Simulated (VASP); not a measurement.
# Pb (Pm-3m) in VASP: a series of runs, part 2 of 2

VASP 6.6.1.

### Step 3. Relaxation of cell and atoms, revPBE

This run uses another cell than the first one, of 32.76 Å³/atom, 0.825 times its volume.

INCAR reads:

```
ALGO = Normal
EDIFF = 1E-6
EDIFFG = -0.01
ENCUT = 600
GGA = RE
IBRION = 2
ISIF = 3
ISMEAR = -1
LASPH = True
LCHARG = False
LREAL = False
LWAVE = False
NELM = 60
NSW = 80
PREC = Accurate
SIGMA = 0.1
```

KPOINTS reads:

```
k-points
0
Gamma
  10 10 10
```

POSCAR reads:

```
Pb
1.0
    3.1996586799      0.0000000000      0.0000000000
    0.0000000000      3.1996586799      0.0000000000
    0.0000000000      0.0000000000      3.1996586799
Pb
1
Direct
    0.0000000000      0.0000000000      0.0000000000
```

Potentials or basis: VASP PAW PBE potentials, release 64 (Pb_d).

Command:

```sh
> cat potpaw_PBE.64/Pb_d/POTCAR > POTCAR
> mpirun -np 1 vasp_std > vasp.out
```

OUTCAR:

```text
EDIFF = 1E-6
   EDIFFG = -0.01
   ENCUT = 600
   GGA = RE
   IBRION = 2
   ISIF = 3
   ISMEAR = -1
   LASPH = True
   LREAL = False
   NELM = 60
   NSW = 80
   PREC = Accurate

 ion  position               nearest neighbor table
   1  0.000  0.000  0.000-

  LATTYP: Found a simple cubic cell.
 ALAT       =     3.1996586799

  Lattice vectors:

 A1 = (   3.1996586799,   0.0000000000,   0.0000000000)
 A2 = (   0.0000000000,   3.1996586799,   0.0000000000)
 A3 = (   0.0000000000,   0.0000000000,   3.1996586799)

Analysis of symmetry for initial positions (statically):
=====================================================================
 Subroutine PRICEL returns:
 Original cell was already a primitive cell.

 Routine SETGRP: Setting up the symmetry group for a
 simple cubic supercell.

 Subroutine GETGRP returns: Found 48 space group operations
 (whereof 48 operations were pure point group operations)
 out of a pool of 48 trial point group operations.

The static configuration has the point symmetry O_h .

Analysis of symmetry for dynamics (positions and initial velocities):
=====================================================================
 Subroutine PRICEL returns:
 Original cell was already a primitive cell.

 Routine SETGRP: Setting up the symmetry group for a
 simple cubic supercell.

[... 220 lines left out ...]

 number of electron      13.9999996 magnetization

 Free energy of the ion-electron system (eV)
  ---------------------------------------------------
  ext. energy  EPLUGINS =         0.00000000
  ---------------------------------------------------
  free energy    TOTEN  =        -3.07426152 eV

  energy without entropy =       -3.05220170  energy(sigma->0) =       -3.06323161

 E-fermi :   5.5218     XC(G=0):  -9.2862

 val. band max:        5.4932366719   @ k =   0.3000   0.3000   0.1000
 cond. band min:       5.5456498217   @ k =   0.5000   0.5000   0.4000
 fundamental gap:      0.0524131498
 Fermi energy:         5.5218321796

 k-point     1 :       0.0000    0.0000    0.0000
  band No.  band energies     occupation
      1     -11.6499      2.00000
      2     -11.6499      2.00000
      3     -11.1505      2.00000
      4     -11.1505      2.00000
      5     -11.1505      2.00000
      6      -5.3878      2.00000
      7      10.3078      0.00000
      8      10.3078      0.00000
      9      10.3078      0.00000
     10      13.0381      0.00000
     11      14.5806      0.00000
[... 309 lines left out ...]
 k-point    24 :       0.3000    0.1000    0.1000
  band No.  band energies     occupation
      1     -11.5769      2.00000
      2     -11.3733      2.00000
      3     -11.2544      2.00000
      4     -11.2520      2.00000
      5     -11.1689      2.00000
      6      -3.9869      2.00000
      7       4.4739      1.99994
      8       9.9720      0.00000
      9      10.1911      0.00000
     10      15.9645      0.00000
     11      16.4036      0.00000

 [... further k-points ...]

------------------------ aborting loop because EDIFF is reached ----------------------------------------

  FORCE on cell =-STRESS in cart. coord.  units (eV):
  Direction    XX          YY          ZZ          XY          YZ          ZX
  --------------------------------------------------------------------------------------
  -------------------------------------------------------------------------------------
  Total        0.0078590      0.0078590      0.0078590      0.0000000      0.0000000      0.0000000
  in kB        0.3562820      0.3562820      0.3562820      0.0000000      0.0000000      0.0000000
  external PRESSURE =       0.3562820 kB  Pullay stress =       0.0000000 kB
[... 16 lines left out ...]
  FREE ENERGIE OF THE ION-ELECTRON SYSTEM (eV)
  ---------------------------------------------------
  free  energy   TOTEN  =        -3.0742615199 eV

  energy  without entropy=       -3.0522017011  energy(sigma->0) =       -3.06323161

 reached required accuracy - stopping structural energy minimisation
```

OSZICAR:

```text
N       E                     dE             d eps       ncg     rms          rms(c)
DAV:   1     0.108238497834E+03    0.10824E+03   -0.80093E+03  1238   0.160E+03
DAV:   2     0.177340792508E+01   -0.10647E+03   -0.10457E+03  1250   0.334E+02
DAV:   3    -0.293752998554E+01   -0.47109E+01   -0.46920E+01  1463   0.828E+01
DAV:   4    -0.305155902966E+01   -0.11403E+00   -0.11398E+00  1464   0.143E+01
[... 22 lines left out ...]
DAV:   4    -0.307424208448E+01   -0.62592E-05   -0.15415E-04  1250   0.139E-01    0.122E-02
DAV:   5    -0.307426442888E+01   -0.22344E-04   -0.70520E-05  1253   0.853E-02    0.771E-03
DAV:   6    -0.307426326680E+01    0.11621E-05   -0.56188E-06  1394   0.472E-02    0.187E-03
DAV:   7    -0.307426152367E+01    0.17431E-05   -0.12560E-06  1238   0.870E-03    0.431E-04
DAV:   8    -0.307426151991E+01    0.37658E-08   -0.20191E-08   625   0.120E-03
   3 F= -.30742615E+01 E0= -.30632316E+01  d E =-.225785E-01
```

CONTCAR:

```text
Pb
   1.00000000000000
     3.2816642461844467    0.0000000000000000   -0.0000000000000000
    -0.0000000000000000    3.2816642461844467    0.0000000000000000
     0.0000000000000000    0.0000000000000000    3.2816642461844467
  Pb
     1
Direct
     0.0000000000000000    0.0000000000000000    0.0000000000000000

  0.00000000E+00  0.00000000E+00  0.00000000E+00
```

Run time: 29 s. Hardware: 1 thread of AMD EPYC 7R13 (Zen 3), shared host; peak memory 0.15 GiB.

What came out:

| Quantity | Value |
| --- | --- |
| Free energy | -3.0743 eV |
| Relaxed volume | 35.34 Å³/atom |
| Relaxed cell | a = 3.282 Å, b = 3.282 Å, c = 3.282 Å, α = 90.00°, β = 90.00°, γ = 90.00° |
| Space group after relaxing (to 0.05 Å) | Pm-3m (No. 221) |
| Energy gained by relaxing | 22.6 meV/atom |
| Ionic steps | 3 |
| Pressure after relaxing | 0.0 GPa |
| Band gap on the k mesh | zero (band 7 reaches 10.31 eV, above the bottom of band 8 at 3.86 eV) |

Step by step:
| step | energy change (eV) | largest force (eV/Å) | pressure (GPa) | volume (Å³) |
| --- | --- | --- | --- | --- |
| 1 | 0.0000 | 0.0000 | 3.00 | 32.76 |
| 2 | -0.0222 | 0.0000 | -0.37 | 35.75 |
| 3 | -0.0226 | 0.0000 | 0.04 | 35.34 |

Final structure:
```cif
data_structure
_symmetry_space_group_name_H-M 'P 1'
_symmetry_Int_Tables_number 1
_cell_length_a 3.2817
_cell_length_b 3.2817
_cell_length_c 3.2817
_cell_angle_alpha 90.000
_cell_angle_beta 90.000
_cell_angle_gamma 90.000
_cell_volume 35.34
loop_
_atom_site_label
_atom_site_type_symbol
_atom_site_fract_x
_atom_site_fract_y
_atom_site_fract_z
_atom_site_occupancy
Pb1 Pb 0.00000 0.00000 0.00000 1
```

Caveat: the PAW data sets were made with another functional, which shifts forces and pressure a little; spin-orbit coupling is left out, which moves the levels of the heavy elements.

### Step 4. Single point, revPBE

This run uses another cell than the first one, of 35.44 Å³/atom, 0.893 times its volume.

INCAR reads:

```
SYSTEM = Pb
PREC     = Accurate       ! precision mode
ENCUT    = 520            ! plane-wave cutoff, eV
EDIFF    = 1E-7           ! SCF threshold, eV
ISMEAR   = -1             ! smearing method
SIGMA    = 0.1            ! smearing width, eV
LREAL    = .FALSE.        ! projectors in reciprocal space
LASPH    = .TRUE.         ! aspherical terms in the spheres
NELM     = 60             ! most SCF steps
ALGO     = Normal         ! electronic algorithm
ISIF     = 2              ! what is computed and relaxed
LWAVE    = .FALSE.        ! write WAVECAR
LCHARG   = .FALSE.        ! write CHGCAR
GGA      = RE             ! functional
NBANDS   = 13             ! bands
```

KPOINTS reads:

```
Automatic mesh
0
G
  16 16 16
  0 0 0
```

POSCAR reads:

```
Pb
1.0
    3.2847854856      0.0000000000      0.0000000000
    0.0000000000      3.2847854856      0.0000000000
    0.0000000000      0.0000000000      3.2847854856
Pb
1
Direct
    0.0000000000      0.0000000000      0.0000000000
```

Command:

```sh
> cat potpaw_PBE.64/Pb_d/POTCAR > POTCAR
> mpirun -np 1 vasp_std > vasp.out
```

Run time: 29 s. Hardware: 1 thread of AMD EPYC 7R13 (Zen 3), shared host; peak memory 0.16 GiB.

It converged, with:

```yaml
Free_energy: -3.0633 eV
Pressure: 0.0 GPa
Band_gap_on_the_k_mesh: zero (band 7 reaches 10.27 eV, above the bottom of band 8 at 3.85 eV)
```

Levels at points of the mesh, in eV from the Fermi level:
```csv
k point,band 4,band 5,band 6,band 7,band 8,band 9,band 10,band 11
"(0.00, 0.00, 0.00)",-16.70,-16.70,-10.92,4.75,4.75,4.75,7.47,9.02
"(0.50, 0.00, 0.00)",-16.82,-16.69,-8.72,-3.71,6.87,6.87,10.45,10.86
"(0.50, 0.50, 0.00)",-16.82,-16.54,-6.59,-1.68,-1.68,3.52,9.16,12.67
"(0.50, 0.50, 0.50)",-16.53,-16.53,-4.41,0.26,0.26,0.26,6.29,6.29
```

Caveat: the PAW data sets were made with another functional, which shifts forces and pressure a little; spin-orbit coupling is left out, which moves the levels of the heavy elements.

### Step 5. Summary

```tsv
task	cell	k mesh	cutoff (eV)	gap on the mesh (eV)	pressure (GPa)
single point	a = 3.411 Å, 1 atom	11 × 11 × 11	520	none	-2.7
relaxation of cell and atoms	relaxed from a = 3.200 Å, 1 atom	10 × 10 × 10	600	none	0.0
single point	a = 3.285 Å, 1 atom	16 × 16 × 16	520	none	0.0
```

Alike in all rows: level revPBE; potentials or basis VASP PAW PBE potentials, release 64 (Pb_d); no spin polarisation; smearing fermi-dirac 0.1 eV.

Caveats: the PAW data sets were made with another functional, which shifts forces and pressure a little; spin-orbit coupling is left out, which moves the levels of the heavy elements.

Absolute energies hang on the potentials; compare differences alone.
